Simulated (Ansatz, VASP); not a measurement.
## BaB in VASP and in Ansatz

POSCAR

```
BaB
1.0
    0.0000000000      3.0827929264      3.0827929264
    3.0827929264      0.0000000000      3.0827929264
    3.0827929264      3.0827929264      0.0000000000
Ba B
1 1
Direct
    0.5000000000      0.5000000000      0.5000000000
    0.0000000000      0.0000000000      0.0000000000
```

The input INCAR.step1:

```
SYSTEM = BaB
PREC = Accurate
ENCUT = 520
ISMEAR = 0
SIGMA = 0.05
LREAL = .FALSE.
LASPH = .TRUE.
NELM = 100
NBANDS = 14
GGA = PE
ALGO = Normal
EDIFF = 1E-4
LWAVE = .TRUE.
LCHARG = .FALSE.
```

The input INCAR.step2:

```
SYSTEM = BaB
PREC = Accurate
ENCUT = 520
EDIFF = 1E-7
ISMEAR = 0
SIGMA = 0.05
LREAL = .FALSE.
LASPH = .TRUE.
NELM = 100
ALGO = Normal
ISIF = 2
LWAVE = .FALSE.
LCHARG = .FALSE.
METAGGA = R2SCAN
LMIXTAU = .TRUE.
NBANDS = 14
ISTART = 1
```

The input KPOINTS:

```
Automatic mesh
0
G
  10 10 10
  0 0 0
```

Input for Ansatz:

```yaml
crystal:
  lattice:
    - [0.0, 3.0827929264, 3.0827929264]
    - [3.0827929264, 0.0, 3.0827929264]
    - [3.0827929264, 3.0827929264, 0.0]
  atoms:
    - { symbol: Ba, position: [0.5, 0.5, 0.5] }
    - { symbol: B, position: [0.0, 0.0, 0.0] }
basis:
  ecutwfc: 500
  ecutrho_ratio: 4
kpoints:
  mp_grid: { grid: [10, 10, 10] }
hamiltonian:
  xc: r2scan
scf:
  occupations: { method: gaussian, width: 0.05 }
output:
  forces: true
  stress: true
  eigenvalues: true
  populations: true
  write_density: true
  write_potential: true
  elf: true
  volumetric_format: npy
```

Alike in both runs: task single point; functional r2SCAN; k mesh 10 × 10 × 10; occupations gaussian, width 0.05 eV; no spin polarisation.

|  | VASP | Ansatz |
| --- | --- | --- |
| version | VASP 6.6.1 | Ansatz 0.2.0 |
| potentials or method | VASP PAW PBE potentials, release 64 (Ba_sv, B), cutoff 520 eV | scalar-relativistic, plane waves, PAW |
| valence electrons in the cell | 13 | 13 |

|  | VASP | Ansatz | Ansatz less VASP |
| --- | --- | --- | --- |
| gap on the k mesh at the Fermi level (eV) | none | none | - |
| pressure (GPa) | 0.8 | 0.3 | -0.53 |

VASP's potentials were made for PBE, not for r2SCAN. A gap of «none» marks a metal or a gap that the smearing closes. With one functional, cell and mesh, what is left measures potentials, basis and numerics.

Spin-orbit coupling is off throughout.
